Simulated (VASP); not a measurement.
The system is TaN.

```xyz
2
Lattice="0.0000 2.1656 2.1656 2.1656 0.0000 2.1656 2.1656 2.1656 0.0000" Properties=species:S:1:pos:R:3 pbc="T T T"
Ta    2.1656    2.1656    2.1656
N     0.0000    0.0000    0.0000
```

Base run:

```yaml
Program: VASP 6.6.1
Functional: PBEsol
Potentials_or_basis: VASP PAW PBE potentials, release 64 (Ta_sv_GW, N)
Cutoff: 600 eV
k_mesh: 16 × 16 × 16
Occupations: fermi-dirac, width 0.15 eV
Spin: no spin polarisation
```

Its results: band gap on the k mesh zero (band 9 reaches 16.43 eV, above the bottom of band 10 at 12.11 eV); pressure 12.2 GPa.

The run is repeated on the same cell with these changes: potentials or basis from VASP PAW PBE potentials, release 64 (Ta_sv_GW, N) to VASP PAW PBE potentials, release 64 (Ta_pv, N); cutoff from 600 eV to 520 eV; further incar settings from ALGO = Normal; EDIFF = 1e-06; NBANDS = 16 to ALGO = Normal; EDIFF = 1e-06; NBANDS = 15; valence electrons from 18 to 16. What comes out?

Band gap on the k mesh zero (band 8 reaches 11.96 eV, above the bottom of band 9 at 7.64 eV); pressure 13.2 GPa.

Caveats: the PAW data sets were made with another functional, which shifts forces and pressure a little; spin-orbit coupling is left out, which moves the levels of the heavy elements.
